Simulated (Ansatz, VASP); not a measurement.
**BiBrO in VASP and in Ansatz**

File INCAR:

```
SYSTEM = BiBrO
ALGO = Normal ; EDIFF = 1E-6
ENCUT = 520 ; ISIF = 2
ISMEAR = 0 ; LASPH = .True.
LCHARG = .False. ; LREAL = .False.
LWAVE = .False. ; NBANDS = 37
NELM = 80 ; PREC = Accurate
SIGMA = 0.05
```

Contents of KPOINTS:

```
k-points
0
Gamma
  8 8 4
  0 0 0
```

POSCAR

```
BiBrO
1.0
    3.8179000000      0.0000000000      0.0000000000
    0.0000000000      3.8179000000      0.0000000000
    0.0000000000      0.0000000000      8.0182000000
Bi Br O
2 2 2
Direct
    0.0000000000      0.5000000000      0.1575579020
    0.5000000000      0.0000000000      0.8424420980
    0.0000000000      0.5000000000      0.6517216503
    0.5000000000      0.0000000000      0.3482783497
    0.0000000000      0.0000000000      0.0000000000
    0.5000000000      0.5000000000      0.0000000000
```

Input for Ansatz:

```yaml
crystal:
  lattice:
    - [3.8179, 0.0, 0.0]
    - [0.0, 3.8179, 0.0]
    - [0.0, 0.0, 8.0182]
  atoms:
    - { symbol: Bi, position: [0.0, 0.5, 0.157557902] }
    - { symbol: Bi, position: [0.5, 0.0, 0.842442098] }
    - { symbol: Br, position: [0.0, 0.5, 0.6517216503] }
    - { symbol: Br, position: [0.5, 0.0, 0.3482783497] }
    - { symbol: O, position: [0.0, 0.0, 0.0] }
    - { symbol: O, position: [0.5, 0.5, 0.0] }
basis:
  ecutwfc: 520.0
kpoints:
  mp_grid: { grid: [8, 8, 4] }
hamiltonian:
  xc: lda
  pseudopotentials: { kind: paw }
scf:
  occupations: { method: gaussian, width: 0.05 }
output:
  forces: true
  stress: true
  eigenvalues: true
```

Alike in both runs: task single point; functional LDA; k mesh 8 × 8 × 4; occupations gaussian, width 0.05 eV; no spin polarisation.

|  | VASP | Ansatz |
| --- | --- | --- |
| version | VASP 6.6.1 | Ansatz 0.2.0 |
| potentials or method | VASP PAW LDA potentials, release 64 (Bi_d, Br, O), cutoff 520 eV | scalar-relativistic, plane waves, PAW |
| valence electrons in the cell | 56 | 56 |

```tsv
	VASP	Ansatz	Ansatz less VASP
gap on the k mesh at the Fermi level (eV)	2.13	2.15	+0.019
least direct gap on the mesh (eV)	2.43	2.43	+0.008
pressure (GPa)	2.6	2.3	-0.33
traceless stress, the component that is largest in VASP (GPa)	-1.69	-1.65	+0.043
rms of the force components (eV/Å)	0.035	0.012	-0.0228
```

LDA's correlation is that of Perdew and Zunger in VASP and of Perdew and Wang (1992) in Ansatz. Atom by atom the forces differ by 0.029 eV/Å (rms over components).

Neither program's run includes spin-orbit coupling.
